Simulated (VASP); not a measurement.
# KTaO3 (Pm-3m) in VASP: a series of runs

Runs on KTaO3. Level: PBE. Tasks: single point.

All numbers are computed with VASP 6.6.1; they aren't measurements. Logs are shortened: lines on timing, memory, paths and dates and some standing lists are left out, and cuts for length are marked.

### 1 The cell of the first run

It takes space group Pm-3m (No. 221, cubic). Conventional cell: a = 4.103 Å, b = 4.103 Å, c = 4.103 Å, α = 90.00°, β = 90.00°, γ = 90.00°. K (site symmetry m-3m) has 12 O at 2.90 Å and 8 Ta at 3.55 Å within 3.8 Å. Within 2.7 Å of Ta (site symmetry m-3m) lie 6 O at 2.05 Å. Within 2.7 Å of O (site symmetry 4/mmm) lie 2 Ta at 2.05 Å.

### 2 Single point, PBE (volume scaled by 1.06)

Contents of INCAR:

```
SYSTEM = KTaO3
PREC     = Accurate       ! precision mode
ENCUT    = 520            ! plane-wave cutoff, eV
EDIFF    = 1E-6           ! SCF threshold, eV
ISMEAR   = 0              ! smearing method
SIGMA    = 0.02           ! smearing width, eV
LREAL    = .False.        ! projectors in reciprocal space
LASPH    = .True.         ! aspherical terms in the spheres
NELM     = 80             ! most SCF steps
ALGO     = Normal         ! electronic algorithm
ISIF     = 2              ! what is computed and relaxed
LWAVE    = .False.        ! write WAVECAR
LCHARG   = .True.         ! write CHGCAR
GGA      = PE             ! functional
LELF     = .True.         ! ELF
LVHAR    = .True.       
NBANDS   = 27             ! bands
```

Contents of KPOINTS:

```
regular mesh
0
Gamma
  8 8 8
  0 0 0
```

Contents of POSCAR:

```
KTaO3
1.0
    4.1033101373      0.0000000000      0.0000000000
    0.0000000000      4.1033101373      0.0000000000
    0.0000000000      0.0000000000      4.1033101373
K Ta O
1 1 3
Direct
    0.5000000000      0.5000000000      0.5000000000
    0.0000000000      0.0000000000      0.0000000000
    0.5000000000      0.0000000000      0.0000000000
    0.0000000000      0.5000000000      0.0000000000
    0.0000000000      0.0000000000      0.5000000000
```

Potentials or basis: VASP PAW PBE potentials, release 64 (K_sv, Ta_pv, O).

Launch:

```console
cat potpaw_PBE.64/K_sv/POTCAR potpaw_PBE.64/Ta_pv/POTCAR potpaw_PBE.64/O/POTCAR > POTCAR
mpirun -np 1 vasp_std > vasp.out
```

OUTCAR:

```text
SYSTEM = KTaO3
   PREC = Accurate
   ENCUT = 520
   EDIFF = 1E-6
   ISMEAR = 0
   LREAL = .False.
   LASPH = .True.
   NELM = 80
   ISIF = 2
   GGA = PE

 ion  position               nearest neighbor table
   1  0.500  0.500  0.500-   2 3.55   2 3.55   2 3.55   2 3.55   2 3.55   2 3.55   2 3.55   2 3.55

   2  0.000  0.000  0.000-   3 2.05   4 2.05   5 2.05   5 2.05   4 2.05   3 2.05   1 3.55   1 3.55
                             1 3.55   1 3.55   1 3.55   1 3.55   1 3.55   1 3.55
   3  0.500  0.000  0.000-   2 2.05   2 2.05
   4  0.000  0.500  0.000-   2 2.05   2 2.05
   5  0.000  0.000  0.500-   2 2.05   2 2.05

  LATTYP: Found a simple cubic cell.
 ALAT       =     4.1033101373

  Lattice vectors:

 A1 = (   4.1033101373,   0.0000000000,   0.0000000000)
 A2 = (   0.0000000000,   4.1033101373,   0.0000000000)
 A3 = (   0.0000000000,   0.0000000000,   4.1033101373)

Analysis of symmetry for initial positions (statically):
=====================================================================
 Subroutine PRICEL returns:
 Original cell was already a primitive cell.

 Routine SETGRP: Setting up the symmetry group for a
 simple cubic supercell.

 Subroutine GETGRP returns: Found 48 space group operations
 (whereof 48 operations were pure point group operations)
 out of a pool of 48 trial point group operations.

The static configuration has the point symmetry O_h .

Analysis of symmetry for dynamics (positions and initial velocities):
=====================================================================
 Subroutine PRICEL returns:
 Original cell was already a primitive cell.

 Routine SETGRP: Setting up the symmetry group for a
 simple cubic supercell.

 Subroutine GETGRP returns: Found 48 space group operations
 (whereof 48 operations were pure point group operations)
 out of a pool of 48 trial point group operations.

The dynamic configuration has the point symmetry O_h .

 Subroutine INISYM returns: Found 48 space group operations
 (whereof 48 operations are pure point group operations),
 and found     1 'primitive' translations

----------------------------------------------------------------------------------------

                                     Primitive cell

  volume of cell :      69.0881

  direct lattice vectors                    reciprocal lattice vectors
     4.103310137  0.000000000  0.000000000     0.243705683  0.000000000  0.000000000
     0.000000000  4.103310137  0.000000000     0.000000000  0.243705683  0.000000000
     0.000000000  0.000000000  4.103310137     0.000000000  0.000000000  0.243705683

  length of vectors
     4.103310137  4.103310137  4.103310137     0.243705683  0.243705683  0.243705683

  position of ions in fractional coordinates (direct lattice)
     0.500000000  0.500000000  0.500000000
     0.000000000  0.000000000  0.000000000
     0.500000000  0.000000000  0.000000000
     0.000000000  0.500000000  0.000000000
     0.000000000  0.000000000  0.500000000

  ion indices of the primitive-cell ions
   primitive index   ion index
                 1           1
                 2           2
                 3           3
                 4           4
                 5           5

----------------------------------------------------------------------------------------

 KPOINTS: regular mesh

Automatic generation of k-mesh.
 Grid dimensions read from file:
 generate k-points for:    8    8    8

 Generating k-lattice:

  Cartesian coordinates                     Fractional coordinates (reciprocal lattice)
     0.030463210  0.000000000  0.000000000     0.125000000  0.000000000  0.000000000
     0.000000000  0.030463210  0.000000000     0.000000000  0.125000000  0.000000000
     0.000000000  0.000000000  0.030463210     0.000000000  0.000000000  0.125000000

  Length of vectors
     0.030463210  0.030463210  0.030463210

  Shift w.r.t. Gamma in fractional coordinates (k-lattice)
     0.000000000  0.000000000  0.000000000

 Subroutine IBZKPT returns following result:
 ===========================================

 Found     35 irreducible k-points:

 Following reciprocal coordinates:
            Coordinates               Weight
  0.000000  0.000000  0.000000      1.000000
  0.125000  0.000000  0.000000      6.000000
  0.250000  0.000000  0.000000      6.000000
  0.375000  0.000000  0.000000      6.000000
  0.500000  0.000000  0.000000      3.000000
  0.125000  0.125000  0.000000     12.000000
[... 16 lines left out ...]
  0.375000  0.375000  0.125000     24.000000
  0.500000  0.375000  0.125000     24.000000
 [... further k-points ...]
   k-points           NKPTS =     35   k-points in BZ     NKDIM =     35   number of bands    NBANDS=     27
   number of dos      NEDOS =    301   number of ions     NIONS =      5
   total plane-waves  NPLWV =  32768
   dimension x,y,z NGX =    32 NGY =   32 NGZ =   32
   dimension x,y,z NGXF=    64 NGYF=   64 NGZF=   64
   ions per type =               1   1   3
   NGX,Y,Z   is equivalent  to a cutoff of  12.96, 12.96, 12.96 a.u.
   NGXF,Y,Z  is equivalent  to a cutoff of  25.93, 25.93, 25.93 a.u.
 SYSTEM =  KTaO3
   PREC   = accura    normal or accurate (medium, high low for compatibility)
   ISTART =      0    job   : 0-new  1-cont  2-samecut
   ICHARG =      2    charge: 1-file 2-atom 10-const
   ISPIN  =      1    spin polarized calculation?
   LNONCOLLINEAR =      F non collinear calculations
   LSORBIT =      F    spin-orbit coupling
   LASPH  =      T    aspherical Exc in radial PAW
   ENCUT  =  520.0 eV  38.22 Ry    6.18 a.u.   7.63  7.63  7.63*2*pi/ulx,y,z
   NELM   =     80;   NELMIN=  2; NELMDL= -5     # of ELM steps
   EDIFF  = 0.1E-05   stopping-criterion for ELM
   LREAL  =      F    real-space projection
   EDIFFG = 0.1E-04   stopping-criterion for IOM
   NSW    =      0    number of steps for IOM
   IBRION =     -1    ionic relax: 0-MD 1-quasi-New 2-CG
   NFREE  =      0    steps in history (QN), initial steepest desc. (CG)
   ISIF   =      2    stress and relaxation
   ISYM   =      2    0-nonsym 1-usesym 2-fastsym
   POTIM  = 0.5000    time-step for ionic-motion
   TEBEG  =    0.0;   TEEND  =   0.0 temperature during run
   PSTRESS=    0.0 pullay stress
   NELECT =      38.0000    total number of electrons
   NUPDOWN=      -1.0000    fix difference up-down
   EMIN   =  10.00;   EMAX   =-10.00  energy-range for DOS
   EFERMI =   0.00;   METHOD = LEGACY
   ISMEAR =     0;   SIGMA  =   0.02  broadening in eV -4-tet -1-fermi 0-gaus
   EFERMI_NEDOS =   21; number of points for ismear=-14 and -15
   IALGO  =     38    algorithm
   IMIX   =      4    mixing-type and parameters
     AMIX     =   0.40;   BMIX     =  1.00
     AMIX_MAG =   1.60;   BMIX_MAG =  1.00
  volume/ion in A,a.u.               =      13.82        93.25
  Fermi-wavevector in a.u.,A,eV,Ry     =   1.341328  2.534743 24.479072  1.799161
  Thomas-Fermi vector in A             =   2.469570
   LORBIT       =      0    0 simple, 1 ext, 2 COOP (PROOUT), +10 PAW based schemes
   GGA     = PE    functional components
   LHFCALC =     F    Hartree Fock is set to
   AEXX    =    0.0000 exact exchange contribution
   IVDW    =     0    specifies the selected vdW correction
   LEPSILON=     F    determine dielectric tensor
   LRPA    =     F    only Hartree local field effects (RPA)
 non-spin polarized calculation
 Gauss-broadening in eV      SIGMA  =   0.02
  energy-cutoff  :      520.00
  volume of cell :       69.09
 maximum number of plane-waves:      1877
 NGX is ok and might be reduce to    32
   NGX = 15   NGY = 15   NGZ = 15

 number of electron      38.0000027 magnetization

 Free energy of the ion-electron system (eV)
  ---------------------------------------------------
  ext. energy  EPLUGINS =         0.00000000
  ---------------------------------------------------
  free energy    TOTEN  =       -40.96034357 eV

  energy without entropy =      -40.96034357  energy(sigma->0) =      -40.96034357

 E-fermi :   1.4051     XC(G=0): -10.4363

 val. band max:        1.2393089962   @ k =   0.5000   0.5000   0.5000
 cond. band min:       3.2207380114   @ k =   0.0000   0.0000   0.0000
 fundamental gap:      1.9814290152
 Fermi energy:         1.4051418482

 k-point     1 :       0.0000    0.0000    0.0000
  band No.  band energies     occupation
      1     -33.2695      2.00000
      2     -33.2695      2.00000
      3     -33.2695      2.00000
      4     -26.1670      2.00000
      5     -16.0055      2.00000
      6     -15.3347      2.00000
[... 19 lines left out ...]
     26       9.3015      0.00000
     27       9.3015      0.00000

 k-point     2 :       0.1250    0.0000    0.0000
  band No.  band energies     occupation
      1     -33.2782      2.00000
      2     -33.2692      2.00000
      3     -33.2692      2.00000
      4     -26.1645      2.00000
      5     -15.9635      2.00000
      6     -15.3321      2.00000
[... 19 lines left out ...]
     26       9.4763      0.00000
     27       9.4947      0.00000

 k-point     3 :       0.2500    0.0000    0.0000
  band No.  band energies     occupation
      1     -33.2990      2.00000
      2     -33.2684      2.00000
      3     -33.2684      2.00000
      4     -26.1585      2.00000
      5     -15.9008      2.00000
      6     -15.3259      2.00000
[... 19 lines left out ...]
     26       9.9140      0.00000
     27      10.0785      0.00000

 k-point     4 :       0.3750    0.0000    0.0000
  band No.  band energies     occupation
      1     -33.3196      2.00000
      2     -33.2677      2.00000
      3     -33.2677      2.00000
      4     -26.1526      2.00000
      5     -15.8773      2.00000
      6     -15.3197      2.00000
[... 19 lines left out ...]
     26      10.3798      0.00000
     27      11.0713      0.00000
[... 516 lines left out ...]
      4     -26.1436      2.00000
      5     -15.5565      2.00000
      6     -15.0759      2.00000
[... 19 lines left out ...]
     26      11.2312      0.00000
     27      11.4642      0.00000

 k-point    23 :       0.3750    0.3750    0.1250
  band No.  band energies     occupation
      1     -33.3171      2.00000
      2     -33.3170      2.00000
      3     -33.2744      2.00000
      4     -26.1417      2.00000
      5     -15.4845      2.00000
      6     -14.8478      2.00000
[... 19 lines left out ...]
     26      11.2873      0.00000
     27      11.7129      0.00000

 k-point    24 :       0.5000    0.3750    0.1250
  band No.  band energies     occupation
      1     -33.3255      2.00000
      2     -33.3167      2.00000
      3     -33.2741      2.00000
      4     -26.1401      2.00000
      5     -15.4620      2.00000
      6     -14.8294      2.00000
[... 19 lines left out ...]
     26      11.5173      0.00000
     27      11.6641      0.00000

 [... further k-points ...]
[... 5 lines left out ...]
  --------------------------------------------------------------------------------------
  -------------------------------------------------------------------------------------
  Total       -3.9685433     -3.9685433     -3.9685433      0.0000000     -0.0000000     -0.0000000
  in kB      -92.0319602    -92.0319602    -92.0319602      0.0000000     -0.0000000     -0.0000000
  external PRESSURE =     -92.0319602 kB  Pullay stress =       0.0000000 kB

 VOLUME and BASIS-vectors are now :
 -----------------------------------------------------------------------------
  energy-cutoff  :      520.00
  volume of cell :       69.09
      direct lattice vectors                 reciprocal lattice vectors
     4.103310137  0.000000000  0.000000000     0.243705683  0.000000000  0.000000000
     0.000000000  4.103310137  0.000000000     0.000000000  0.243705683  0.000000000
     0.000000000  0.000000000  4.103310137     0.000000000  0.000000000  0.243705683

 POSITION                                       TOTAL-FORCE (eV/Angst)
 -----------------------------------------------------------------------------------
      2.05166      2.05166      2.05166         0.000000      0.000000      0.000000
      0.00000      0.00000      0.00000         0.000000      0.000000      0.000000
      2.05166      0.00000      0.00000         0.000000      0.000000      0.000000
      0.00000      2.05166      0.00000         0.000000      0.000000      0.000000
      0.00000      0.00000      2.05166         0.000000      0.000000      0.000000
 -----------------------------------------------------------------------------------
    total drift:                                0.000000      0.000000     -0.000000

  FREE ENERGIE OF THE ION-ELECTRON SYSTEM (eV)
  ---------------------------------------------------
  free  energy   TOTEN  =       -40.9603435665 eV

  energy  without entropy=      -40.9603435665  energy(sigma->0) =      -40.96034357
```

Wall time 56 s (1 thread of Intel Xeon Platinum 8488C (Sapphire Rapids), shared host); peak memory 0.21 GiB.

Results:

```
Free energy            : -40.9603 eV
Pressure               : -9.2 GPa
Band gap on the k mesh : 1.98 eV, indirect (least direct gap 2.62 eV)
```

Levels at points of the mesh, in eV from the valence-band top:
| k point | band 17 | band 18 | band 19 | band 20 | band 21 | band 22 |
| --- | --- | --- | --- | --- | --- | --- |
| (0.00, 0.00, 0.00) | -0.64 | -0.64 | -0.64 | 1.98 | 1.98 | 1.98 |
| (0.50, 0.00, 0.00) | -1.31 | -0.83 | -0.83 | 2.10 | 4.47 | 4.47 |
| (0.50, 0.50, 0.00) | -1.33 | -1.33 | -0.03 | 4.50 | 4.50 | 5.64 |
| (0.50, 0.50, 0.50) | 0.00 | 0.00 | 0.00 | 5.73 | 5.73 | 5.73 |

Caveat: the cell differs from its parent crystal (volume scaled by 1.06); spin-orbit coupling is left out, which moves the levels of the heavy elements.

### 3 Single point, PBE (volume scaled by 1.10)

Contents of INCAR:

```
PREC = Accurate
ENCUT = 520
EDIFF = 1E-6
ISMEAR = 0
SIGMA = 0.02
LREAL = False
LASPH = True
NELM = 80
ALGO = Normal
ISIF = 2
LWAVE = False
LCHARG = True
GGA = PE
LELF = True
LVHAR = True
NBANDS = 27
```

Contents of KPOINTS:

```
regular mesh
0
Gamma
  8 8 8
```

Changes to POSCAR since step 2:

```diff
@@ -2,5 +2,5 @@
 1.0
-    4.1033101373      0.0000000000      0.0000000000
-    0.0000000000      4.1033101373      0.0000000000
-    0.0000000000      0.0000000000      4.1033101373
+    4.1542881465      0.0000000000      0.0000000000
+    0.0000000000      4.1542881465      0.0000000000
+    0.0000000000      0.0000000000      4.1542881465
 K Ta O
```

Potentials or basis: VASP PAW PBE potentials, release 64 (K_sv, Ta_pv, O).

Launch:

```console
cat potpaw_PBE.64/K_sv/POTCAR potpaw_PBE.64/Ta_pv/POTCAR potpaw_PBE.64/O/POTCAR > POTCAR
mpirun -np 1 vasp_std > vasp.out
```

Wall time 60 s (1 thread of Intel Xeon Platinum 8488C (Sapphire Rapids), shared host); peak memory 0.21 GiB.

It converged, with:

```yaml
Free_energy: -40.7719 eV
Pressure: -14.1 GPa
Band_gap_on_the_k_mesh: 1.89 eV, indirect (least direct gap 2.53 eV)
```

Levels at points of the mesh, in eV from the valence-band top:
```
           k point  band 16  band 17  band 18  band 19  band 20  band 21  band 22  band 23
(0.00, 0.00, 0.00)    -0.88    -0.64    -0.64    -0.64     1.89     1.89     1.89     5.43
(0.50, 0.00, 0.00)    -1.89    -1.24    -0.81    -0.81     2.00     4.24     4.24     5.46
(0.50, 0.50, 0.00)    -1.83    -1.28    -1.28    -0.03     4.26     4.26     5.34     6.17
(0.50, 0.50, 0.50)    -3.51     0.00     0.00     0.00     5.42     5.42     5.42     8.55
```

Caveat: the cell differs from its parent crystal (volume scaled by 1.10); spin-orbit coupling is left out, which moves the levels of the heavy elements. A k mesh can miss the band edges.

### 4 Single point, PBE

This run uses another cell than the first one, of 13.04 Å³/atom, 0.943 times its volume.

Contents of INCAR:

```
SYSTEM = KTaO3
ALGO = Normal ; EDIFF = 1E-6
ENCUT = 520 ; GGA = PE
ISIF = 2 ; ISMEAR = 0
LASPH = .TRUE. ; LCHARG = .FALSE.
LREAL = .FALSE. ; LWAVE = .FALSE.
NBANDS = 27 ; NELM = 100
PREC = Accurate ; SIGMA = 0.02
```

Contents of KPOINTS:

```
k-points
0
G
  8 8 8
  0 0 0
```

Changes to POSCAR since step 3:

```diff
@@ -2,5 +2,5 @@
 1.0
-    4.1542881465      0.0000000000      0.0000000000
-    0.0000000000      4.1542881465      0.0000000000
-    0.0000000000      0.0000000000      4.1542881465
+    4.0243806743      0.0000000000      0.0000000000
+    0.0000000000      4.0243806743      0.0000000000
+    0.0000000000      0.0000000000      4.0243806743
 K Ta O
```

Launch:

```console
cat potpaw_PBE.64/K_sv/POTCAR potpaw_PBE.64/Ta_pv/POTCAR potpaw_PBE.64/O/POTCAR > POTCAR
mpirun -np 1 vasp_std > vasp.out
```

It took 56 s on 1 thread of AMD EPYC 9R45 (Zen 5), shared host; peak memory 0.17 GiB.

It converged, with:

| Quantity | Value |
| --- | --- |
| Free energy | -41.0675 eV |
| Pressure | 0.6 GPa |
| Band gap on the k mesh | 2.12 eV, indirect (least direct gap 2.75 eV) |

Levels at points of the mesh, in eV from the valence-band top:
```
           k point  band 16  band 17  band 18  band 19  band 20  band 21  band 22  band 23
(0.00, 0.00, 0.00)    -1.02    -0.63    -0.63    -0.63     2.12     2.12     2.12     6.41
(0.50, 0.00, 0.00)    -2.08    -1.45    -0.85    -0.85     2.26     4.84     4.84     6.49
(0.50, 0.50, 0.00)    -1.70    -1.40    -1.40    -0.04     4.88     4.88     6.11     7.32
(0.50, 0.50, 0.50)    -3.82     0.00     0.00     0.00     6.23     6.23     6.23     8.84
```

Caveat: spin-orbit coupling is left out, which moves the levels of the heavy elements.

### 5 Summary

| cell | gap on the mesh (eV) | pressure (GPa) |
| --- | --- | --- |
| a = 4.103 Å, 5 atoms | 1.98 | -9.2 |
| a = 4.154 Å, 5 atoms | 1.89 | -14.1 |
| a = 4.024 Å, 5 atoms | 2.12 | 0.6 |

Alike in all rows: task single point; level PBE; potentials or basis VASP PAW PBE potentials, release 64 (K_sv, Ta_pv, O); no spin polarisation; k mesh 8 × 8 × 8; cutoff (eV) 520; smearing gaussian 0.02 eV.

Caveats: spin-orbit coupling is left out, which moves the levels of the heavy elements.

Total energies depend on the potentials used, so only differences within one code and one set of settings carry meaning.
